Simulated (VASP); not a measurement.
A run of VASP 6.6.1:

The input INCAR:

```
PREC     = Accurate       # precision mode
ENCUT    = 520            # plane-wave cutoff, eV
EDIFF    = 1E-6           # SCF threshold, eV
ISMEAR   = 0              # smearing method
SIGMA    = 0.05           # smearing width, eV
LREAL    = False          # projectors in reciprocal space
LASPH    = True           # aspherical terms in the spheres
NELM     = 80             # most SCF steps
ALGO     = Normal         # electronic algorithm
ISIF     = 2              # what is computed and relaxed
LWAVE    = False          # write WAVECAR
LCHARG   = True           # write CHGCAR
GGA      = PS             # functional
LELF     = True           # ELF
LVHAR    = True         
NBANDS   = 24             # bands
```

Contents of KPOINTS:

```
Automatic mesh
0
Gamma
  6 6 6
```

File POSCAR:

```
KMgF3
1.0
    3.9261115000      0.0000000000      0.0000000000
    0.0000000000      3.9261115000      0.0000000000
    0.0000000000      0.0000000000      4.1054770000
K Mg F
1 1 3
Direct
    0.5000000000      0.5000000000      0.5000000000
    0.0000000000      0.0000000000      0.0000000000
    0.5000000000      0.0000000000      0.0000000000
    0.0000000000      0.5000000000      0.0000000000
    0.0000000000      0.0000000000      0.5000000000
```

Potentials or basis: VASP PAW PBE potentials, release 64 (K_sv, Mg, F).

The run is started by

```bash
$ cat potpaw_PBE.64/K_sv/POTCAR potpaw_PBE.64/Mg/POTCAR potpaw_PBE.64/F/POTCAR > POTCAR
$ mpirun -np 1 vasp_std > vasp.out
```

Hardware: 1 thread of Intel(R) Xeon(R) Platinum 8488C (Sapphire Rapids), with other jobs on the host.

Task: Estimate the wall time of this run.

Result: Run time: 48 s on 1 thread of Intel(R) Xeon(R) Platinum 8488C (Sapphire Rapids), on a shared host, peak memory 0.21 GiB. Counts: scf iterations 13, k points 40.
